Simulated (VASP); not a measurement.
## Pb: single point with PBEsol

The system is Pb.

```
Pb
1.0
     0.00000    3.61095    3.43900
     3.61095    0.00000    3.43900
     3.61095    3.61095    0.00000
Pb
2
Direct
  0.50000 0.50000 0.50000
  0.75000 0.75000 0.75000
```

This cell differs from its parent crystal: strain +0.050 along x and y, +0.000 along z.

```json
{"Program": "VASP 6.6.1", "Task": "single point", "Functional": "PBEsol", "Potentials or basis": "VASP PAW PBE potentials, release 64 (Pb_d)", "Cutoff": "520 eV", "k mesh": "12 × 12 × 12", "Occupations": "gaussian, width 0.15 eV", "Spin": "no spin polarisation", "Dipole correction": "no", "Further INCAR settings": "ALGO = Fast; EDIFF = 1e-07; NBANDS = 21"}
```

| Item | Value |
| --- | --- |
| Pressure | -2.1 GPa |
| Band gap on the k mesh | zero (bands 14 and 15 overlap by 0.78 eV) |

Stress tensor (GPa, compression positive):
```
-2.31  0.00  0.00
 0.00 -2.31  0.00
 0.00  0.00 -1.78
```

Levels at points of the mesh, in eV from the Fermi level:
```tsv
k point	band 12	band 13	band 14	band 15	band 16	band 17
(0.00, 0.00, 0.00)	-4.42	0.31	0.31	0.58	2.25	2.45
(0.50, 0.00, 0.00)	-6.97	-0.96	-0.73	-0.46	3.37	3.49
(0.50, 0.50, 0.00)	-8.19	-1.81	-1.81	0.77	0.77	6.69
(0.50, 0.00, 0.50)	-8.27	-1.60	-1.60	0.95	0.95	6.53
```

It took 2.5 min on 1 thread of Intel(R) Xeon(R) 6975P-C (Granite Rapids), with other jobs on the host, peak memory 0.41 GiB.

Caveat: the cell differs from its parent crystal (strain +0.050 along x and y, +0.000 along z); the PAW data sets were made with another functional, which shifts forces and pressure a little; spin-orbit coupling is left out, which moves the levels of the heavy elements.
